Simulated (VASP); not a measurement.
# CoO (R-3m) in VASP: further runs

CoO is run at these levels: r2SCAN, PBEsol; tasks: single point.

All numbers are computed with VASP 6.6.1; they aren't measurements. Logs are shortened: lines on timing, memory, paths and dates and some standing lists are left out, and cuts for length are marked.

### Step 1. The cell of the first run

Symmetry: R-3m, No. 166, trigonal system. The conventional cell has a = 3.011 Å, b = 3.011 Å, c = 7.320 Å, α = 90.00°, β = 90.00°, γ = 120.00°. Co (site symmetry -3m) has 6 O at 2.12 Å within 2.8 Å. Within 2.8 Å of O (site symmetry -3m) lie 6 Co at 2.12 Å.

### Step 2. Single point, r2SCAN, collinear spin, ferromagnetic start

Input file POSCAR:

```
CoO
1.0
    1.5054695445      0.8691832468      2.4399269062
   -1.5054695445      0.8691832468      2.4399269062
    0.0000000000     -1.7383664936      2.4399269062
Co O
1 1
Direct
    0.0000000000      0.0000000000      0.0000000000
    0.5000000000      0.5000000000      0.5000000000
```

Input file INCAR.step1:

```
SYSTEM = CoO
PREC = Accurate
ENCUT = 520
ISMEAR = -1
SIGMA = 0.05
LREAL = .FALSE.
LASPH = .TRUE.
NELM = 150
ISPIN = 2
MAGMOM = 2 0
LMAXMIX = 4
NBANDS = 18
GGA = PE
ALGO = Normal
EDIFF = 1E-4
LWAVE = .TRUE.
LCHARG = .FALSE.
```

Input file INCAR.step2:

```
SYSTEM = CoO
PREC = Accurate
ENCUT = 520
EDIFF = 1E-6
ISMEAR = -1
SIGMA = 0.05
LREAL = .FALSE.
LASPH = .TRUE.
NELM = 150
ALGO = Normal
ISIF = 2
LWAVE = .FALSE.
LCHARG = .FALSE.
ISPIN = 2
MAGMOM = 2 0
LORBIT = 11
LMAXMIX = 4
METAGGA = R2SCAN
LMIXTAU = .TRUE.
NBANDS = 18
ISTART = 1
```

Input file KPOINTS:

```
regular mesh
0
G
  11 11 11
  0 0 0
```

Potentials or basis: VASP PAW PBE potentials, release 64 (Co, O).

Run with:

```console
$ cat potpaw_PBE.64/Co/POTCAR potpaw_PBE.64/O/POTCAR > POTCAR
$ cp INCAR.step1 INCAR
$ mpirun -np 1 vasp_std > vasp.out
$ cp INCAR.step2 INCAR
$ mpirun -np 1 vasp_std > vasp.out
```

OUTCAR:

```text
SYSTEM = CoO
   PREC = Accurate
   ENCUT = 520
   EDIFF = 1E-6
   ISMEAR = -1
   LREAL = .FALSE.
   LASPH = .TRUE.
   NELM = 150
   ISIF = 2
   ISPIN = 2
   LORBIT = 11
   METAGGA = R2SCAN
   ISTART = 1

 ion  position               nearest neighbor table
   1  0.000  0.000  0.000-   2 2.12   2 2.12   2 2.12   2 2.12   2 2.12   2 2.12
   2  0.500  0.500  0.500-   1 2.12   1 2.12   1 2.12   1 2.12   1 2.12   1 2.12

  LATTYP: Found a trigonal (rhomboedric) cell.
 ALAT       =     2.9958573687
 COS(alpha) =     0.4949531368

  Lattice vectors:

 A1 = (   1.5054695445,   0.8691832468,   2.4399269062)
 A2 = (  -1.5054695445,   0.8691832468,   2.4399269062)
 A3 = (   0.0000000000,  -1.7383664936,   2.4399269062)

Analysis of symmetry for initial positions (statically):
=====================================================================
 Subroutine PRICEL returns:
 Original cell was already a primitive cell.

 Routine SETGRP: Setting up the symmetry group for a
 trigonal (rhombohedral) supercell.

 Subroutine GETGRP returns: Found 12 space group operations
 (whereof 12 operations were pure point group operations)
 out of a pool of 12 trial point group operations.

The static configuration has the point symmetry D_3d.

Analysis of symmetry for dynamics (positions and initial velocities):
=====================================================================
 Subroutine PRICEL returns:
 Original cell was already a primitive cell.

 Routine SETGRP: Setting up the symmetry group for a
 trigonal (rhombohedral) supercell.

 Subroutine GETGRP returns: Found 12 space group operations
 (whereof 12 operations were pure point group operations)
 out of a pool of 12 trial point group operations.

The dynamic configuration has the point symmetry D_3d.

Analysis of structural, dynamic, and magnetic symmetry:
=====================================================================
 Subroutine PRICEL returns:
 Original cell was already a primitive cell.

 Routine SETGRP: Setting up the symmetry group for a
 trigonal (rhombohedral) supercell.

 Subroutine GETGRP returns: Found 12 space group operations
 (whereof 12 operations were pure point group operations)
 out of a pool of 12 trial point group operations.

The overall configuration has the point symmetry D_3d.

 Subroutine INISYM returns: Found 12 space group operations
 (whereof 12 operations are pure point group operations),
 and found     1 'primitive' translations

----------------------------------------------------------------------------------------

[... 114 lines left out ...]
  Fermi-wavevector in a.u.,A,eV,Ry     =   1.508927  2.851458 30.978555  2.276860
  Thomas-Fermi vector in A             =   2.619316
   LORBIT       =     11    0 simple, 1 ext, 2 COOP (PROOUT), +10 PAW based schemes
   METAGGA = R2SCAN    functional components
   LHFCALC =     F    Hartree Fock is set to
   AEXX    =    0.0000 exact exchange contribution
   IVDW    =     0    specifies the selected vdW correction
   LEPSILON=     F    determine dielectric tensor
   LRPA    =     F    only Hartree local field effects (RPA)
 spin polarized calculation
  energy-cutoff  :      520.00
  volume of cell :       19.16
 maximum number of plane-waves:       532
   NGX = 11   NGY = 11   NGZ = 11

 number of electron      15.0000005 magnetization       2.9999646

 Free energy of the ion-electron system (eV)
  ---------------------------------------------------
  ext. energy  EPLUGINS =         0.00000000
  ---------------------------------------------------
  free energy    TOTEN  =       -21.10433716 eV

  energy without entropy =      -21.08514267  energy(sigma->0) =      -21.09473992

 E-fermi :   7.9749     XC(G=0): -13.1458

 val. band max:        7.9731979157   @ k =  -0.2727   0.1818   0.0909
 cond. band min:       7.9764187192   @ k =  -0.2727  -0.2727   0.1818
 fundamental gap:      0.0032208034
 Fermi energy:         7.9748987187

 spin component 1

 k-point     1 :       0.0000    0.0000    0.0000
  band No.  band energies     occupation
      1     -13.4388      1.00000
      2       3.9142      1.00000
      3       3.9142      1.00000
      4       4.0657      1.00000
      5       4.0657      1.00000
      6       4.5505      1.00000
[... 493 lines left out ...]
     17      36.5901      0.00000
     18      38.2741      0.00000

 [... further k-points ...]

 spin component 2

 k-point     1 :       0.0000    0.0000    0.0000
  band No.  band energies     occupation
      1     -12.8793      1.00000
      2       5.2807      1.00000
      3       5.2807      1.00000
      4       5.3122      1.00000
      5       6.3950      1.00000
      6       7.0170      1.00000
[... 493 lines left out ...]
     17      37.6423      0.00000
     18      39.4331      0.00000

 [... further k-points ...]

------------------------ aborting loop because EDIFF is reached ----------------------------------------

  FORCE on cell =-STRESS in cart. coord.  units (eV):
  Direction    XX          YY          ZZ          XY          YZ          ZX
  --------------------------------------------------------------------------------------
  -------------------------------------------------------------------------------------
  Total       -0.4065669     -0.4065669     -0.5975421      0.0000000     -0.0000000      0.0000000
  in kB      -34.0040982    -34.0040982    -49.9767138      0.0000000     -0.0000000      0.0000000
  external PRESSURE =     -39.3283034 kB  Pullay stress =       0.0000000 kB

 VOLUME and BASIS-vectors are now :
 -----------------------------------------------------------------------------
  energy-cutoff  :      520.00
  volume of cell :       19.16
      direct lattice vectors                 reciprocal lattice vectors
     1.505469544  0.869183247  2.439926906     0.332122295  0.191750896  0.136616114
    -1.505469544  0.869183247  2.439926906    -0.332122295  0.191750896  0.136616114
     0.000000000 -1.738366494  2.439926906     0.000000000 -0.383501793  0.136616114

 POSITION                                       TOTAL-FORCE (eV/Angst)
 -----------------------------------------------------------------------------------
      0.00000      0.00000      0.00000         0.000000     -0.000000     -0.000000
      0.00000      0.00000      3.65989        -0.000000      0.000000      0.000000
 -----------------------------------------------------------------------------------
    total drift:                               -0.000000      0.000000     -0.000000

  FREE ENERGIE OF THE ION-ELECTRON SYSTEM (eV)
  ---------------------------------------------------
  free  energy   TOTEN  =       -21.1043371603 eV

  energy  without entropy=      -21.0851426697  energy(sigma->0) =      -21.09473992

 total charge

# of ion       s       p       d       tot
------------------------------------------
    1        0.299   0.372   7.111   7.782
    2        1.557   3.480   0.000   5.037
--------------------------------------------------
tot          1.855   3.852   7.111  12.818

 magnetization (x)

# of ion       s       p       d       tot
------------------------------------------
    1        0.024   0.020   2.646   2.690
    2        0.029   0.261   0.000   0.289
--------------------------------------------------
tot          0.053   0.280   2.646   2.979
```

OUTCAR.step1:

```text
SYSTEM = CoO
   PREC = Accurate
   ENCUT = 520
   ISMEAR = -1
   LREAL = .FALSE.
   LASPH = .TRUE.
[... 1250 lines left out ...]
      0.00000      0.00000      0.00000        -0.000000     -0.000000      0.000000
      0.00000      0.00000      3.65989         0.000000      0.000000     -0.000000
 -----------------------------------------------------------------------------------
    total drift:                               -0.000000      0.000000     -0.000000

  FREE ENERGIE OF THE ION-ELECTRON SYSTEM (eV)
  ---------------------------------------------------
  free  energy   TOTEN  =       -13.0642351267 eV

  energy  without entropy=      -13.0298823337  energy(sigma->0) =      -13.04705873
```

It took 11 min on 1 thread of AMD EPYC 9R14 (Zen 4), shared host; peak memory 0.18 GiB.

Results:

```
Free energy                                           : -21.1043 eV
Pressure                                              : -3.9 GPa
Band gap on the k mesh                                : zero (filled and empty bands overlap)
Net moment                                            : 3.00 μB per cell
Site moments                                          : Co +2.69; O +0.29 μB
Valence electrons inside the program's atomic spheres : Co 7.78; O 5.04
```

Caveat: the cell stands under tension; the PAW data sets were made with another functional, which shifts forces and pressure a little; a cell with one magnetic atom can't hold antiferromagnetic order, which such compounds often take; semilocal functionals often make such compounds metallic where correlation or magnetic order opens a gap, which also shifts bond lengths. With open d or f shells a metallic result of r2SCAN can be an artefact of self-interaction; +U or a hybrid may open a gap.

(Continued in part 2 of 2.)
